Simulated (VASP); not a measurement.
# SnO2 (P4_2/mnm) in VASP: further runs

Aim: see how the results for SnO2 move with the level of theory and the settings. Levels: PBEsol, PBE. Tasks: single point.

All numbers are computed with VASP 6.6.1; they aren't measurements. Logs are shortened: lines on timing, memory, paths and dates and some standing lists are left out, and cuts for length are marked.

### Step 1. The cell of the first run

The structure is tetragonal, space group P4_2/mnm (No. 136). The conventional cell has a = 4.738 Å, b = 4.738 Å, c = 3.187 Å, α = 90.00°, β = 90.00°, γ = 90.00°. Sn (site symmetry mmm) has 6 O at 2.05 to 2.06 Å within 2.7 Å. Within 2.7 Å of O (site symmetry m2m) lie 3 Sn at 2.05 to 2.06 Å and 1 O at 2.59 Å.

### Step 2. Single point, PBEsol

INCAR reads:

```
SYSTEM = SnO2
  PREC = Accurate
  ENCUT = 520
  EDIFF = 1E-6
  ISMEAR = 1
  SIGMA = 0.05
  LREAL = .False.
  LASPH = .True.
  NELM = 80
  ALGO = Normal
  ISIF = 2
  LWAVE = .False.
  LCHARG = .False.
  GGA = PS
  NBANDS = 35
```

KPOINTS reads:

```
Automatic mesh
0
Gamma
  6 6 8
  0 0 0
```

POSCAR reads:

```
SnO2
1.0
    4.7380000000      0.0000000000      0.0000000000
    0.0000000000      4.7380000000      0.0000000000
    0.0000000000      0.0000000000      3.1865000000
Sn O
2 4
Direct
    0.0000000000      0.0000000000      0.0000000000
    0.5000000000      0.5000000000      0.5000000000
    0.3071000000      0.3071000000      0.0000000000
    0.1929000000      0.8071000000      0.5000000000
    0.6929000000      0.6929000000      0.0000000000
    0.8071000000      0.1929000000      0.5000000000
```

Potentials or basis: VASP PAW PBE potentials, release 64 (Sn_d, O).

On the command line:

```bash
cat potpaw_PBE.64/Sn_d/POTCAR potpaw_PBE.64/O/POTCAR > POTCAR
mpirun -np 1 vasp_std > vasp.out
```

OUTCAR:

```text
SYSTEM = SnO2
   PREC = Accurate
   ENCUT = 520
   EDIFF = 1E-6
   ISMEAR = 1
   LREAL = .False.
   LASPH = .True.
   NELM = 80
   ISIF = 2
   GGA = PS

 ion  position               nearest neighbor table
   1  0.000  0.000  0.000-   4 2.05   6 2.05   4 2.05   6 2.05   5 2.06   3 2.06   2 3.71   2 3.71
                             2 3.71   2 3.71   2 3.71   2 3.71   2 3.71   2 3.71
   2  0.500  0.500  0.500-   3 2.05   5 2.05   3 2.05   5 2.05   4 2.06   6 2.06   1 3.71   1 3.71
                             1 3.71   1 3.71   1 3.71   1 3.71   1 3.71   1 3.71
   3  0.307  0.307  0.000-   2 2.05   2 2.05   1 2.06
   4  0.193  0.807  0.500-   1 2.05   1 2.05   2 2.06
   5  0.693  0.693  0.000-   2 2.05   2 2.05   1 2.06
   6  0.807  0.193  0.500-   1 2.05   1 2.05   2 2.06

  LATTYP: Found a simple tetragonal cell.
 ALAT       =     4.7380000000
 C/A-ratio  =     0.6725411566

  Lattice vectors:

 A1 = (   4.7380000000,   0.0000000000,   0.0000000000)
 A2 = (   0.0000000000,   4.7380000000,   0.0000000000)
 A3 = (   0.0000000000,   0.0000000000,   3.1865000000)

Analysis of symmetry for initial positions (statically):
=====================================================================
 Subroutine PRICEL returns:
 Original cell was already a primitive cell.

 Routine SETGRP: Setting up the symmetry group for a
 simple tetragonal supercell.

 Subroutine GETGRP returns: Found 16 space group operations
 (whereof  8 operations were pure point group operations)
 out of a pool of 16 trial point group operations.

The static configuration has the point symmetry D_2h.
 The point group associated with its full space group is D_4h.

Analysis of symmetry for dynamics (positions and initial velocities):
=====================================================================
 Subroutine PRICEL returns:
 Original cell was already a primitive cell.

 Routine SETGRP: Setting up the symmetry group for a
 simple tetragonal supercell.

 Subroutine GETGRP returns: Found 16 space group operations
 (whereof  8 operations were pure point group operations)
 out of a pool of 16 trial point group operations.

The dynamic configuration has the point symmetry D_2h.
 The point group associated with its full space group is D_4h.

 Subroutine INISYM returns: Found 16 space group operations
 (whereof  8 operations are pure point group operations),
 and found     1 'primitive' translations

----------------------------------------------------------------------------------------

[... 105 lines left out ...]
   NFREE  =      0    steps in history (QN), initial steepest desc. (CG)
   ISIF   =      2    stress and relaxation
   ISYM   =      2    0-nonsym 1-usesym 2-fastsym
   POTIM  = 0.5000    time-step for ionic-motion
   TEBEG  =    0.0;   TEEND  =   0.0 temperature during run
   PSTRESS=    0.0 pullay stress
   NELECT =      52.0000    total number of electrons
   NUPDOWN=      -1.0000    fix difference up-down
   EMIN   =  10.00;   EMAX   =-10.00  energy-range for DOS
   EFERMI =   0.00;   METHOD = LEGACY
   ISMEAR =     1;   SIGMA  =   0.05  broadening in eV -4-tet -1-fermi 0-gaus
   EFERMI_NEDOS =   21; number of points for ismear=-14 and -15
   IALGO  =     38    algorithm
   IMIX   =      4    mixing-type and parameters
     AMIX     =   0.40;   BMIX     =  1.00
     AMIX_MAG =   1.60;   BMIX_MAG =  1.00
  volume/ion in A,a.u.               =      11.92        80.45
  Fermi-wavevector in a.u.,A,eV,Ry     =   1.472000  2.781677 29.480903  2.166785
  Thomas-Fermi vector in A             =   2.587068
   LORBIT       =      0    0 simple, 1 ext, 2 COOP (PROOUT), +10 PAW based schemes
   GGA     = PS    functional components
   LHFCALC =     F    Hartree Fock is set to
   AEXX    =    0.0000 exact exchange contribution
   IVDW    =     0    specifies the selected vdW correction
   LEPSILON=     F    determine dielectric tensor
   LRPA    =     F    only Hartree local field effects (RPA)
 non-spin polarized calculation
 Methfessel and Paxton  Order N= 1 SIGMA  =   0.05
  energy-cutoff  :      520.00
  volume of cell :       71.53
 maximum number of plane-waves:      1992
 NGX is ok and might be reduce to    36
   NGX = 17   NGY = 17   NGZ = 11

 number of electron      51.9999993 magnetization

 Free energy of the ion-electron system (eV)
  ---------------------------------------------------
  ext. energy  EPLUGINS =         0.00000000
  ---------------------------------------------------
  free energy    TOTEN  =       -39.63608583 eV

  energy without entropy =      -39.63609590  energy(sigma->0) =      -39.63608919

 E-fermi :   6.0609     XC(G=0): -11.5358

 val. band max:        6.0188354055   @ k =   0.0000   0.0000   0.0000
 cond. band min:       7.1950298351   @ k =   0.0000   0.0000   0.0000
 fundamental gap:      1.1761944296
 Fermi energy:         6.0609269219

 k-point     1 :       0.0000    0.0000    0.0000
  band No.  band energies     occupation
      1     -15.0185      2.00000
      2     -14.2415      2.00000
      3     -13.9378      2.00000
      4     -13.9168      2.00000
      5     -13.9168      2.00000
      6     -13.8342      2.00000
[... 901 lines left out ...]
     34      18.3229      0.00000
     35      18.4763      0.00000

 [... further k-points ...]

------------------------ aborting loop because EDIFF is reached ----------------------------------------

  FORCE on cell =-STRESS in cart. coord.  units (eV):
  Direction    XX          YY          ZZ          XY          YZ          ZX
  --------------------------------------------------------------------------------------
  -------------------------------------------------------------------------------------
  Total        2.0581113      2.0581113      3.0842840     -0.0000000      0.0000000      0.0000000
  in kB       46.0972910     46.0972910     69.0813636     -0.0000000      0.0000000      0.0000000
  external PRESSURE =      53.7586485 kB  Pullay stress =       0.0000000 kB

 VOLUME and BASIS-vectors are now :
 -----------------------------------------------------------------------------
  energy-cutoff  :      520.00
  volume of cell :       71.53
      direct lattice vectors                 reciprocal lattice vectors
     4.738000000  0.000000000  0.000000000     0.211059519  0.000000000  0.000000000
     0.000000000  4.738000000  0.000000000     0.000000000  0.211059519  0.000000000
     0.000000000  0.000000000  3.186500000     0.000000000  0.000000000  0.313823945

 POSITION                                       TOTAL-FORCE (eV/Angst)
 -----------------------------------------------------------------------------------
      0.00000      0.00000      0.00000         0.000000      0.000000      0.000000
      2.36900      2.36900      1.59325         0.000000      0.000000      0.000000
      1.45504      1.45504      0.00000        -0.161768     -0.161768      0.000000
      0.91396      3.82404      1.59325         0.161768     -0.161768      0.000000
      3.28296      3.28296      0.00000         0.161768      0.161768      0.000000
      3.82404      0.91396      1.59325        -0.161768      0.161768      0.000000
 -----------------------------------------------------------------------------------
    total drift:                               -0.000000      0.000000      0.000000

  FREE ENERGIE OF THE ION-ELECTRON SYSTEM (eV)
  ---------------------------------------------------
  free  energy   TOTEN  =       -39.6360858275 eV

  energy  without entropy=      -39.6360959047  energy(sigma->0) =      -39.63608919
```

stdout:

```text
POSCAR found type information on POSCAR SnO
 POSCAR found :  2 types and       6 ions
 scaLAPACK will be used
 -----------------------------------------------------------------------------
|                                                                             |
|                                                                             |
|     You enforced a specific xc type in the INCAR file but a different       |
|     I HOPE YOU KNOW WHAT YOU ARE DOING!                                     |
|                                                                             |
 -----------------------------------------------------------------------------

 LDA part: xc-table for (Slater+PW92), standard interpolation
 POSCAR, INCAR and KPOINTS ok, starting setup
 FFT: planning ... GRIDC
 FFT: planning ... GRID_SOFT
 FFT: planning ... GRID
 WAVECAR not read
 entering main loop
```

It took 97 s on 1 thread of Intel Xeon 8259CL, shared host; peak memory 0.24 GiB.

What came out:

* Free energy: -39.6361 eV
* Pressure: 5.4 GPa
* Largest force: 0.229 eV/Å
* Band gap on the k mesh: 1.18 eV

Forces on the atoms (eV/Å):
```
Sn   0.000  0.000  0.000
Sn   0.000  0.000  0.000
O   -0.162 -0.162  0.000
O    0.162 -0.162  0.000
O    0.162  0.162  0.000
O   -0.162  0.162  0.000
```

Levels at points of the mesh, in eV from the valence-band top:
```tsv
k point	band 23	band 24	band 25	band 26	band 27	band 28	band 29	band 30
(0.00, 0.00, 0.00)	-1.25	-0.80	-0.80	0.00	1.18	6.03	6.17	6.17
(0.50, 0.00, 0.00)	-1.21	-1.21	-0.65	-0.65	4.36	4.36	6.92	6.92
(0.50, 0.50, 0.00)	-1.33	-1.33	-0.91	-0.91	4.75	4.75	7.38	7.38
(0.00, 0.00, 0.50)	-1.69	-1.69	-1.28	-1.28	6.15	6.15	9.59	9.59
(0.50, 0.00, 0.50)	-1.12	-1.12	-0.71	-0.71	6.43	6.43	7.90	7.90
(0.50, 0.50, 0.50)	-0.99	-0.99	-0.85	-0.85	4.81	4.81	8.69	8.69
```

Caveat: the cell stands under pressure; the PAW data sets were made with another functional, which shifts forces and pressure a little; spin-orbit coupling is left out, which moves the levels of the heavy elements. PBEsol gaps usually lie below the measured ones, often by a third to a half.

### Step 3. Single point, PBE

INCAR reads:

```
SYSTEM = SnO2
PREC = Accurate ; ENCUT = 520
EDIFF = 1E-6 ; ISMEAR = 1
SIGMA = 0.05 ; LREAL = .FALSE.
LASPH = .TRUE. ; NELM = 80
ALGO = Normal ; ISIF = 2
LWAVE = .FALSE. ; LCHARG = .FALSE.
GGA = PE ; NBANDS = 35
```

KPOINTS reads:

```
regular mesh
0
G
  6 6 8
  0 0 0
```

POSCAR is that of step 2.

Potentials or basis: VASP PAW PBE potentials, release 64 (Sn_d, O).

On the command line:

```bash
cat potpaw_PBE.64/Sn_d/POTCAR potpaw_PBE.64/O/POTCAR > POTCAR
mpirun -np 1 vasp_std > vasp.out
```

Wall time 1.8 min (1 thread of Intel Xeon 8259CL, shared host); peak memory 0.24 GiB.

It converged, with:

| Property | Result |
| --- | --- |
| Free energy | -37.1595 eV |
| Pressure | 11.8 GPa |
| Largest force | 0.294 eV/Å |
| Band gap on the k mesh | 1.27 eV |

Forces in eV/Å, atoms in the order of the input:
```
Sn   0.000  0.000  0.000
Sn   0.000  0.000  0.000
O   -0.208 -0.208  0.000
O    0.208 -0.208  0.000
O    0.208  0.208  0.000
O   -0.208  0.208  0.000
```

Stress tensor (GPa, compression positive):
```
10.70  0.00  0.00
 0.00 10.70  0.00
 0.00  0.00 14.00
```

Levels at points of the mesh, in eV from the valence-band top:
```
           k point  band 22  band 23  band 24  band 25  band 26  band 27  band 28  band 29  band 30  band 31
(0.00, 0.00, 0.00)    -1.23    -1.23    -0.78    -0.78     0.00     1.27     6.15     6.35     6.35    10.49
(0.50, 0.00, 0.00)    -1.95    -1.19    -1.19    -0.64    -0.64     4.44     4.44     7.09     7.09    10.97
(0.50, 0.50, 0.00)    -1.96    -1.31    -1.31    -0.90    -0.90     4.84     4.84     7.53     7.53    11.01
(0.00, 0.00, 0.50)    -2.59    -1.66    -1.66    -1.26    -1.26     6.23     6.23     9.78     9.78    10.71
(0.50, 0.00, 0.50)    -1.73    -1.10    -1.10    -0.70    -0.70     6.51     6.51     8.07     8.07    11.06
(0.50, 0.50, 0.50)    -2.43    -0.97    -0.97    -0.84    -0.84     4.92     4.92     8.88     8.88    11.05
```

Caveat: the cell stands under pressure; spin-orbit coupling is left out, which moves the levels of the heavy elements.
